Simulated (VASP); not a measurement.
# Sc3C (Fm-3m) in VASP: a series of runs, part 2 of 2

VASP 6.6.1. Earlier steps stand in the parts before.

## 4. Relaxation of cell and atoms, PBE

File INCAR:

```
SYSTEM = Sc3C
ALGO = Normal ; EDIFF = 1E-7
EDIFFG = -0.01 ; ENCUT = 600
GGA = PE ; GGA_COMPAT = .FALSE.
IBRION = 2 ; ISIF = 3
ISMEAR = 0 ; LASPH = .TRUE.
LCHARG = .FALSE. ; LREAL = .FALSE.
LWAVE = .FALSE. ; NELM = 120
NELMIN = 4 ; NSW = 100
PREC = Accurate ; SIGMA = 0.1
```

File KPOINTS:

```
k-points
0
G
  12 12 12
  0 0 0
```

File POSCAR:

```
Sc3C
1.0
    0.0000000000      3.2000167000      3.2000167000
    3.2000167000      0.0000000000      3.2000167000
    3.2000167000      3.2000167000      0.0000000000
Sc C
3 1
Direct
    0.2500000000      0.2500000000      0.2500000000
    0.0000000000      0.0000000000      0.0000000000
    0.7500000000      0.7500000000      0.7500000000
    0.5000000000      0.5000000000      0.5000000000
```

Potentials or basis: VASP PAW PBE potentials, release 64 (Sc_sv, C).

Command:

```sh
$ cat potpaw_PBE.64/Sc_sv/POTCAR potpaw_PBE.64/C/POTCAR > POTCAR
$ mpirun -np 1 vasp_std > vasp.out
```

OUTCAR:

```text
SYSTEM = Sc3C
   EDIFF = 1E-7
   EDIFFG = -0.01
   ENCUT = 600
   GGA = PE
   IBRION = 2
   ISIF = 3
   ISMEAR = 0
   LASPH = .TRUE.
   LREAL = .FALSE.
   NELM = 120
   NELMIN = 4
   NSW = 100
   PREC = Accurate

 ion  position               nearest neighbor table
   1  0.250  0.250  0.250-   2 2.77   2 2.77   2 2.77   2 2.77   3 3.20   3 3.20   3 3.20   3 3.20
                             3 3.20   3 3.20
   2  0.000  0.000  0.000-   1 2.77   3 2.77   3 2.77   3 2.77   3 2.77   1 2.77   1 2.77   1 2.77

   3  0.750  0.750  0.750-   2 2.77   2 2.77   2 2.77   2 2.77   1 3.20   1 3.20   1 3.20   1 3.20
                             1 3.20   1 3.20
   4  0.500  0.500  0.500-

  LATTYP: Found a face centered cubic cell.
 ALAT       =     6.4000334000

  Lattice vectors:

 A1 = (   0.0000000000,   3.2000167000,   3.2000167000)
 A2 = (   3.2000167000,   0.0000000000,   3.2000167000)
 A3 = (   3.2000167000,   3.2000167000,   0.0000000000)

Analysis of symmetry for initial positions (statically):
=====================================================================
 Subroutine PRICEL returns:
 Original cell was already a primitive cell.

 Routine SETGRP: Setting up the symmetry group for a
 face centered cubic supercell.

 Subroutine GETGRP returns: Found 48 space group operations
 (whereof 48 operations were pure point group operations)
 out of a pool of 48 trial point group operations.

The static configuration has the point symmetry O_h .

Analysis of symmetry for dynamics (positions and initial velocities):
=====================================================================
 Subroutine PRICEL returns:
 Original cell was already a primitive cell.

 Routine SETGRP: Setting up the symmetry group for a
 face centered cubic supercell.

 Subroutine GETGRP returns: Found 48 space group operations
 (whereof 48 operations were pure point group operations)
 out of a pool of 48 trial point group operations.

The dynamic configuration has the point symmetry O_h .

 Subroutine INISYM returns: Found 48 space group operations
 (whereof 48 operations are pure point group operations),
 and found     1 'primitive' translations

----------------------------------------------------------------------------------------

                                     Primitive cell

  volume of cell :      65.5370

  direct lattice vectors                    reciprocal lattice vectors
     0.000000000  3.200016700  3.200016700    -0.156249185  0.156249185  0.156249185
     3.200016700  0.000000000  3.200016700     0.156249185 -0.156249185  0.156249185
     3.200016700  3.200016700  0.000000000     0.156249185  0.156249185 -0.156249185

  length of vectors
     4.525507017  4.525507017  4.525507017     0.270631526  0.270631526  0.270631526

  position of ions in fractional coordinates (direct lattice)
     0.250000000  0.250000000  0.250000000
     0.000000000  0.000000000  0.000000000
[... 114 lines left out ...]
 Gauss-broadening in eV      SIGMA  =   0.10
  energy-cutoff  :      600.00
  volume of cell :       65.54
 maximum number of plane-waves:      2208
   NGX = 19   NGY = 19   NGZ = 19

--------------------------------------- Ionic step        1  -------------------------------------------

 number of electron      37.0000007 magnetization

 Free energy of the ion-electron system (eV)
  ---------------------------------------------------
  ext. energy  EPLUGINS =         0.00000000
  ---------------------------------------------------
  free energy    TOTEN  =       -24.05468415 eV

  energy without entropy =      -24.01333943  energy(sigma->0) =      -24.03401179

------------------------ aborting loop because EDIFF is reached ----------------------------------------

  FORCE on cell =-STRESS in cart. coord.  units (eV):
  Direction    XX          YY          ZZ          XY          YZ          ZX
  --------------------------------------------------------------------------------------
  -------------------------------------------------------------------------------------
  Total        0.5564969      0.5564969      0.5564969      0.0000000      0.0000000      0.0000000
  in kB       13.6046258     13.6046258     13.6046258      0.0000000      0.0000000      0.0000000
  external PRESSURE =      13.6046258 kB  Pullay stress =       0.0000000 kB

 VOLUME and BASIS-vectors are now :
 -----------------------------------------------------------------------------
  energy-cutoff  :      600.00
  volume of cell :       65.54
      direct lattice vectors                 reciprocal lattice vectors
     0.000000000  3.200016700  3.200016700    -0.156249185  0.156249185  0.156249185
     3.200016700  0.000000000  3.200016700     0.156249185 -0.156249185  0.156249185
     3.200016700  3.200016700  0.000000000     0.156249185  0.156249185 -0.156249185

 POSITION                                       TOTAL-FORCE (eV/Angst)
 -----------------------------------------------------------------------------------
      1.60001      1.60001      1.60001        -0.000000     -0.000000     -0.000000
      0.00000      0.00000      0.00000         0.000000      0.000000     -0.000000
      4.80003      4.80003      4.80003         0.000000     -0.000000      0.000000
      3.20002      3.20002      3.20002         0.000000      0.000000     -0.000000
 -----------------------------------------------------------------------------------
    total drift:                                0.000000      0.000000      0.000000

  FREE ENERGIE OF THE ION-ELECTRON SYSTEM (eV)
  ---------------------------------------------------
  free  energy   TOTEN  =       -24.0546841477 eV

  energy  without entropy=      -24.0133394302  energy(sigma->0) =      -24.03401179

--------------------------------------- Ionic step        2  -------------------------------------------

 number of electron      37.0000005 magnetization

 Free energy of the ion-electron system (eV)
  ---------------------------------------------------
  ext. energy  EPLUGINS =         0.00000000
  ---------------------------------------------------
  free energy    TOTEN  =       -24.06043570 eV

  energy without entropy =      -24.01897893  energy(sigma->0) =      -24.03970732

 E-fermi :   5.3625     XC(G=0): -10.9542

 val. band max:        5.3608591056   @ k =   0.5000   0.2500   0.0833
 cond. band min:       5.3664332239   @ k =  -0.3333   0.1667   0.0000
 fundamental gap:      0.0055741184
 Fermi energy:         5.3624567135

 k-point     1 :       0.0000    0.0000    0.0000
  band No.  band energies     occupation
      1     -43.8531      2.00000
      2     -43.6021      2.00000
      3     -43.5042      2.00000
      4     -22.6702      2.00000
      5     -22.6702      2.00000
      6     -22.6702      2.00000
[... 589 lines left out ...]
     21       6.2709      0.00000
     22       6.6291      0.00000

 [... further k-points ...]

------------------------ aborting loop because EDIFF is reached ----------------------------------------

  FORCE on cell =-STRESS in cart. coord.  units (eV):
  Direction    XX          YY          ZZ          XY          YZ          ZX
  --------------------------------------------------------------------------------------
  -------------------------------------------------------------------------------------
  Total        0.0086510      0.0086510      0.0086510      0.0000000     -0.0000000     -0.0000000
  in kB        0.2072891      0.2072891      0.2072891      0.0000000     -0.0000000     -0.0000000
  external PRESSURE =       0.2072891 kB  Pullay stress =       0.0000000 kB

 VOLUME and BASIS-vectors are now :
 -----------------------------------------------------------------------------
  energy-cutoff  :      600.00
  volume of cell :       66.87
      direct lattice vectors                 reciprocal lattice vectors
    -0.000000000  3.221494322  3.221494322    -0.155207475  0.155207475  0.155207475
     3.221494322  0.000000000  3.221494322     0.155207475 -0.155207475  0.155207475
     3.221494322  3.221494322  0.000000000     0.155207475  0.155207475 -0.155207475

 POSITION                                       TOTAL-FORCE (eV/Angst)
 -----------------------------------------------------------------------------------
      1.61075      1.61075      1.61075         0.000000      0.000000     -0.000000
      3.22149      0.00000      3.22149         0.000000      0.000000      0.000000
      4.83224      4.83224      4.83224        -0.000000     -0.000000      0.000000
      3.22149      3.22149      3.22149         0.000000      0.000000      0.000000
 -----------------------------------------------------------------------------------
    total drift:                                0.000000      0.000000      0.000000

  FREE ENERGIE OF THE ION-ELECTRON SYSTEM (eV)
  ---------------------------------------------------
  free  energy   TOTEN  =       -24.0604357043 eV

  energy  without entropy=      -24.0189789303  energy(sigma->0) =      -24.03970732

 reached required accuracy - stopping structural energy minimisation
```

CONTCAR:

```text
Sc3C
   1.00000000000000
    -0.0000000000000000    3.2214943220040007    3.2214943220040007
     3.2214943220040007    0.0000000000000000    3.2214943220040007
     3.2214943220040007    3.2214943220040007    0.0000000000000000
  Sc              C
     3     1
Direct
     0.2500000000000000    0.2500000000000000    0.2500000000000000
     0.0000000000000000    1.0000000000000000    0.0000000000000000
     0.7500000000000000    0.7500000000000000    0.7500000000000000
     0.5000000000000000    0.5000000000000000    0.5000000000000000

  0.00000000E+00  0.00000000E+00  0.00000000E+00
  0.00000000E+00  0.00000000E+00  0.00000000E+00
  0.00000000E+00  0.00000000E+00  0.00000000E+00
  0.00000000E+00  0.00000000E+00  0.00000000E+00
```

It took 92 s on 1 thread of Intel Xeon 6975P-C (Granite Rapids), shared host; peak memory 0.28 GiB.

Results:

* Free energy: -24.0604 eV
* Relaxed volume: 16.72 Å³/atom
* Relaxed cell: a = 4.556 Å, b = 4.556 Å, c = 4.556 Å, α = 60.00°, β = 60.00°, γ = 60.00°
* Space group after relaxing (to 0.1 Å): Fm-3m (No. 225)
* Energy gained by relaxing: 1.4 meV/atom
* Ionic steps: 2
* Pressure after relaxing: 0.0 GPa
* Band gap on the k mesh: zero (an odd number of electrons rules out a gap without spin polarisation)

Step by step:
```
step  energy change (eV)  largest force (eV/Å)  pressure (GPa)  volume (Å³)
   1              0.0000                0.0000            1.36        65.54
   2             -0.0058                0.0000            0.02        66.87
```

Final structure:
```
Sc C
1.0
     0.00000    3.22149    3.22149
     3.22149    0.00000    3.22149
     3.22149    3.22149    0.00000
Sc C
3 1
Direct
  0.25000 0.25000 0.25000
  0.00000 0.00000 0.00000
  0.75000 0.75000 0.75000
  0.50000 0.50000 0.50000
```

Levels at points of the mesh, in eV from the Fermi level:
| k point | band 16 | band 17 | band 18 | band 19 | band 20 | band 21 | band 22 |
| --- | --- | --- | --- | --- | --- | --- | --- |
| (0.00, 0.00, 0.00) | -2.46 | -1.35 | -1.35 | -1.27 | 0.48 | 0.48 | 0.48 |
| (0.50, 0.00, 0.00) | -2.64 | -0.01 | 0.01 | 0.01 | 0.71 | 0.71 | 1.21 |
| (0.50, 0.50, 0.00) | -1.89 | -1.54 | -1.33 | 0.33 | 0.33 | 0.36 | 1.48 |

## 5. Summary

```tsv
task	cell	k mesh	gap on the mesh (eV)	pressure (GPa)
single point	a = 4.526 Å, angles 60.0°, 4 atoms	6 × 6 × 6	none	1.4
single point	a = 4.551 Å, angles 60.0°, 4 atoms	12 × 12 × 12	none	0.2
relaxation of cell and atoms	relaxed from a = 4.526 Å, angles 60.0°, 4 atoms	12 × 12 × 12	none	0.0
```

Alike in all rows: level PBE; potentials or basis VASP PAW PBE potentials, release 64 (Sc_sv, C); no spin polarisation; cutoff (eV) 600; smearing gaussian 0.1 eV.

Absolute energies hang on the potentials; compare differences alone.
